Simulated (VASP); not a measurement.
# Al (P6_3/mmc) in VASP: notebook

Al is run at these levels: LDA; tasks: single point.

Everything below comes from runs of VASP 6.6.1. Logs are shortened: lines on timing, memory, paths and dates and some standing lists are left out, and cuts for length are marked.

## (1) The cell of the first run

Symmetry: P6_3/mmc, No. 194, hexagonal system. The conventional cell has a = 2.808 Å, b = 2.808 Å, c = 9.124 Å, α = 90.00°, β = 90.00°, γ = 120.00°. Al (site symmetry -3m) has 12 Al at 2.80 to 2.81 Å within 3.7 Å. Al (site symmetry -6m2) has 12 Al at 2.80 to 2.81 Å within 3.7 Å.

## (2) Single point, LDA

Contents of INCAR:

```
SYSTEM = Al
ALGO     = Normal         ! electronic algorithm
EDIFF    = 1E-6           ! SCF threshold, eV
ENCUT    = 520            ! plane-wave cutoff, eV
GGA      = CA             ! functional
ISIF     = 2              ! what is computed and relaxed
ISMEAR   = -1             ! smearing method
LASPH    = .True.         ! aspherical terms in the spheres
LCHARG   = .True.         ! write CHGCAR
LELF     = .True.         ! ELF
LREAL    = .False.        ! projectors in reciprocal space
LVHAR    = .True.       
LWAVE    = .False.        ! write WAVECAR
NBANDS   = 14             ! bands
NELM     = 60             ! most SCF steps
PREC     = Accurate       ! precision mode
SIGMA    = 0.15           ! smearing width, eV
```

Contents of KPOINTS:

```
k-points
0
Gamma
  9 9 3
  0 0 0
```

Contents of POSCAR:

```
Al
1.0
    2.8081027572      0.0000000000      0.0000000000
   -1.4040518752      2.4318888203      0.0000000000
    0.0000000000      0.0000000000      9.1243401826
Al
4
Direct
    0.0000000000      0.0000000000      0.0000000000
    0.3333333333      0.6666666667      0.2500000000
    0.0000000000      0.0000000000      0.5000000000
    0.6666666667      0.3333333333      0.7500000000
```

Potentials or basis: VASP PAW LDA potentials, release 64 (Al).

Started as:

```
> cat potpaw_LDA.64/Al/POTCAR > POTCAR
> mpirun -np 1 vasp_std > vasp.out
```

OUTCAR:

```text
SYSTEM = Al
   EDIFF = 1E-6
   ENCUT = 520
   GGA = CA
   ISIF = 2
   ISMEAR = -1
   LASPH = .True.
   LREAL = .False.
   NELM = 60
   PREC = Accurate

 ion  position               nearest neighbor table
   1  0.000  0.000  0.000-   4 2.80   2 2.80   4 2.80   2 2.80   4 2.80   2 2.80
   2  0.333  0.667  0.250-   1 2.80   3 2.80   1 2.80   3 2.80   1 2.80   3 2.80
   3  0.000  0.000  0.500-   4 2.80   2 2.80   4 2.80   2 2.80   4 2.80   2 2.80
   4  0.667  0.333  0.750-   1 2.80   3 2.80   1 2.80   3 2.80   1 2.80   3 2.80

  LATTYP: Found a hexagonal cell.
 ALAT       =     2.8081027572
 C/A-ratio  =     3.2492899910

  Lattice vectors:

 A1 = (   2.8081027572,   0.0000000000,   0.0000000000)
 A2 = (  -1.4040518752,   2.4318888203,   0.0000000000)
 A3 = (   0.0000000000,   0.0000000000,   9.1243401826)

Analysis of symmetry for initial positions (statically):
=====================================================================
 Subroutine PRICEL returns:
 Original cell was already a primitive cell.

 Routine SETGRP: Setting up the symmetry group for a
 hexagonal supercell.

 Subroutine GETGRP returns: Found 24 space group operations
 (whereof 12 operations were pure point group operations)
 out of a pool of 24 trial point group operations.

The static configuration has the point symmetry D_3d.
 The point group associated with its full space group is D_6h.

Analysis of symmetry for dynamics (positions and initial velocities):
=====================================================================
 Subroutine PRICEL returns:
 Original cell was already a primitive cell.

 Routine SETGRP: Setting up the symmetry group for a
 hexagonal supercell.

 Subroutine GETGRP returns: Found 24 space group operations
 (whereof 12 operations were pure point group operations)
 out of a pool of 24 trial point group operations.

The dynamic configuration has the point symmetry D_3d.
 The point group associated with its full space group is D_6h.

 Subroutine INISYM returns: Found 24 space group operations
 (whereof 12 operations are pure point group operations),
 and found     1 'primitive' translations

----------------------------------------------------------------------------------------

                                     Primitive cell

  volume of cell :      62.3101

  direct lattice vectors                    reciprocal lattice vectors
     2.808102757  0.000000000  0.000000000     0.356112324  0.205601577  0.000000000
    -1.404051875  2.431888820  0.000000000     0.000000000  0.411203009  0.000000000
     0.000000000  0.000000000  9.124340183     0.000000000  0.000000000  0.109596966

  length of vectors
[... 101 lines left out ...]
   EFERMI_NEDOS =   21; number of points for ismear=-14 and -15
   IALGO  =     38    algorithm
   IMIX   =      4    mixing-type and parameters
     AMIX     =   0.40;   BMIX     =  1.00
     AMIX_MAG =   1.60;   BMIX_MAG =  1.00
  volume/ion in A,a.u.               =      15.58       105.12
  Fermi-wavevector in a.u.,A,eV,Ry     =   0.945401  1.786548 12.160645  0.893782
  Thomas-Fermi vector in A             =   2.073298
   LORBIT       =      0    0 simple, 1 ext, 2 COOP (PROOUT), +10 PAW based schemes
   GGA     = CA    functional components
   LHFCALC =     F    Hartree Fock is set to
   AEXX    =    0.0000 exact exchange contribution
   IVDW    =     0    specifies the selected vdW correction
   LEPSILON=     F    determine dielectric tensor
   LRPA    =     F    only Hartree local field effects (RPA)
 non-spin polarized calculation
  energy-cutoff  :      520.00
  volume of cell :       62.31
 maximum number of plane-waves:      1693
 NGX is ok and might be reduce to    24
   NGX = 11   NGY = 11   NGZ = 33

 number of electron      12.0000000 magnetization

 Free energy of the ion-electron system (eV)
  ---------------------------------------------------
  ext. energy  EPLUGINS =         0.00000000
  ---------------------------------------------------
  free energy    TOTEN  =       -16.75318902 eV

  energy without entropy =      -16.63543519  energy(sigma->0) =      -16.69431211

 E-fermi :   8.3397     XC(G=0): -10.5591

 val. band max:        8.3186434625   @ k =   0.3333   0.1111   0.0000
 cond. band min:       8.4313984449   @ k =   0.2222   0.2222   0.0000
 fundamental gap:      0.1127549824
 Fermi energy:         8.3396736315

 k-point     1 :       0.0000    0.0000    0.0000
  band No.  band energies     occupation
      1      -3.1023      2.00000
      2      -1.3437      2.00000
      3      -1.3371      2.00000
      4       3.6491      2.00000
      5       3.9922      2.00000
      6      12.0335      0.00000
      7      12.0491      0.00000
      8      19.3251      0.00000
      9      19.3251      0.00000
     10      19.4933      0.00000
     11      19.4933      0.00000
     12      20.4590      0.00000
     13      20.4633      0.00000
     14      20.6461      0.00000
[... 377 lines left out ...]
      1       5.0338      2.00000
      2       5.1735      2.00000
      3       5.1735      2.00000
      4       5.5091      2.00000
      5       5.7030      2.00000
      6       5.7030      2.00000
      7       7.8630      1.91996
      8       7.8630      1.91996
      9       8.1892      1.46347
     10       9.6645      0.00029
     11       9.9967      0.00003
     12       9.9967      0.00003
     13      14.0375      0.00000
     14      14.0375      0.00000

------------------------ aborting loop because EDIFF is reached ----------------------------------------

  FORCE on cell =-STRESS in cart. coord.  units (eV):
  Direction    XX          YY          ZZ          XY          YZ          ZX
  --------------------------------------------------------------------------------------
  -------------------------------------------------------------------------------------
  Total        0.3296038      0.3296040      1.1729305     -0.0000001      0.0000000      0.0000000
  in kB        8.4750968      8.4751003     30.1595371     -0.0000017      0.0000000      0.0000000
  external PRESSURE =      15.7032447 kB  Pullay stress =       0.0000000 kB

 VOLUME and BASIS-vectors are now :
 -----------------------------------------------------------------------------
  energy-cutoff  :      520.00
  volume of cell :       62.31
      direct lattice vectors                 reciprocal lattice vectors
     2.808102757  0.000000000  0.000000000     0.356112324  0.205601577  0.000000000
    -1.404051875  2.431888820  0.000000000     0.000000000  0.411203009  0.000000000
     0.000000000  0.000000000  9.124340183     0.000000000  0.000000000  0.109596966

 POSITION                                       TOTAL-FORCE (eV/Angst)
 -----------------------------------------------------------------------------------
      0.00000      0.00000      0.00000        -0.000000     -0.000000      0.000000
     -0.00000      1.62126      2.28109         0.000000     -0.000000      0.000000
      0.00000      0.00000      4.56217        -0.000000     -0.000000      0.000000
      1.40405      0.81063      6.84326        -0.000000      0.000000     -0.000000
 -----------------------------------------------------------------------------------
    total drift:                               -0.000000      0.000000      0.000000

  FREE ENERGIE OF THE ION-ELECTRON SYSTEM (eV)
  ---------------------------------------------------
  free  energy   TOTEN  =       -16.7531890205 eV

  energy  without entropy=      -16.6354351931  energy(sigma->0) =      -16.69431211
```

Wall time 6.3 s (1 thread of Intel Xeon 6975P-C (Granite Rapids), shared host); peak memory 0.16 GiB.

Results:

```
Free energy            : -16.7532 eV
Pressure               : 1.6 GPa
Band gap on the k mesh : zero (band 6 reaches 12.47 eV, above the bottom of band 7 at 7.02 eV)
```

## (3) Single point, LDA

This run uses another cell than the first one, of 15.90 Å³/atom, 1.020 times its volume.

Contents of INCAR:

```
SYSTEM = Al
ALGO = Normal
EDIFF = 1E-7
ENCUT = 520
ISIF = 2
ISMEAR = -1
LASPH = .True.
LCHARG = .False.
LREAL = .False.
LWAVE = .False.
NBANDS = 14
NELM = 80
PREC = Accurate
SIGMA = 0.15
```

KPOINTS is that of step 2.

Contents of POSCAR:

```
Al
1.0
    2.8270770000      0.0000000000      0.0000000000
   -1.4135390000      2.4483210000      0.0000000000
    0.0000000000      0.0000000000      9.1859930000
Al
4
Direct
    0.0000000000      0.0000000000      0.0000000000
    0.3333333333      0.6666666667      0.2500000000
    0.0000000000      0.0000000000      0.5000000000
    0.6666666667      0.3333333333      0.7500000000
```

Potentials or basis: VASP PAW LDA potentials, release 64 (Al).

Started as:

```
> cat potpaw_LDA.64/Al/POTCAR > POTCAR
> mpirun -np 1 vasp_std > vasp.out
```

OUTCAR:

```text
SYSTEM = Al
   EDIFF = 1E-7
   ENCUT = 520
   ISIF = 2
   ISMEAR = -1
   LASPH = .True.
   LREAL = .False.
   NELM = 80
   PREC = Accurate

 ion  position               nearest neighbor table
   1  0.000  0.000  0.000-   4 2.82   2 2.82   4 2.82   2 2.82   4 2.82   2 2.82
   2  0.333  0.667  0.250-   1 2.82   3 2.82   1 2.82   3 2.82   1 2.82   3 2.82
   3  0.000  0.000  0.500-   4 2.82   2 2.82   4 2.82   2 2.82   4 2.82   2 2.82
   4  0.667  0.333  0.750-   1 2.82   3 2.82   1 2.82   3 2.82   1 2.82   3 2.82

  LATTYP: Found a hexagonal cell.
 ALAT       =     2.8270770000
[... 606 lines left out ...]
  --------------------------------------------------------------------------------------
  -------------------------------------------------------------------------------------
  Total       -0.3500226     -0.3500228      0.4897966      0.0000001     -0.0000000      0.0000000
  in kB       -8.8201221     -8.8201257     12.3422467      0.0000018     -0.0000000      0.0000000
  external PRESSURE =      -1.7660004 kB  Pullay stress =       0.0000000 kB

 VOLUME and BASIS-vectors are now :
 -----------------------------------------------------------------------------
  energy-cutoff  :      520.00
  volume of cell :       63.58
      direct lattice vectors                 reciprocal lattice vectors
     2.827077000  0.000000000  0.000000000     0.353722237  0.204221659  0.000000000
    -1.413539000  2.448321000  0.000000000     0.000000000  0.408443174  0.000000000
     0.000000000  0.000000000  9.185993000     0.000000000  0.000000000  0.108861394

 POSITION                                       TOTAL-FORCE (eV/Angst)
 -----------------------------------------------------------------------------------
      0.00000      0.00000      0.00000         0.000000     -0.000000      0.000000
     -0.00000      1.63221      2.29650         0.000000      0.000000     -0.000000
      0.00000      0.00000      4.59300         0.000000     -0.000000      0.000000
      1.41354      0.81611      6.88949        -0.000000     -0.000000     -0.000000
 -----------------------------------------------------------------------------------
    total drift:                               -0.000000      0.000000      0.000000

  FREE ENERGIE OF THE ION-ELECTRON SYSTEM (eV)
  ---------------------------------------------------
  free  energy   TOTEN  =       -16.7586472811 eV

  energy  without entropy=      -16.6384256397  energy(sigma->0) =      -16.69853646
```

OSZICAR:

```text
N       E                     dE             d eps       ncg     rms          rms(c)
DAV:   1     0.344373445883E+01    0.34437E+01   -0.41962E+03   672   0.662E+02
DAV:   2    -0.162921530986E+02   -0.19736E+02   -0.18393E+02   888   0.880E+01
DAV:   3    -0.168781624886E+02   -0.58601E+00   -0.58284E+00   910   0.122E+01
DAV:   4    -0.168813285331E+02   -0.31660E-02   -0.31656E-02   836   0.112E+00
DAV:   5    -0.168813500041E+02   -0.21471E-04   -0.21470E-04   882   0.965E-02    0.285E+00
DAV:   6    -0.168067647687E+02    0.74585E-01   -0.91740E-03   822   0.457E-01    0.160E+00
DAV:   7    -0.167594565289E+02    0.47308E-01   -0.19235E-02   804   0.648E-01    0.244E-01
DAV:   8    -0.167586496024E+02    0.80693E-03   -0.48656E-04   948   0.109E-01    0.180E-02
DAV:   9    -0.167586474173E+02    0.21851E-05   -0.60267E-06   890   0.136E-02    0.299E-03
DAV:  10    -0.167586473122E+02    0.10511E-06   -0.21844E-07   864   0.259E-03    0.153E-03
DAV:  11    -0.167586472811E+02    0.31076E-07   -0.15026E-08   586   0.754E-04
   1 F= -.16758647E+02 E0= -.16698536E+02  d E =-.120222E+00
```

It took 6.1 s on 1 thread of Intel Xeon 6975P-C (Granite Rapids), shared host; peak memory 0.15 GiB.

What came out:

| Item | Value |
| --- | --- |
| Free energy | -16.7586 eV |
| Pressure | -0.2 GPa |
| Band gap on the k mesh | zero (band 6 reaches 12.22 eV, above the bottom of band 7 at 6.81 eV) |
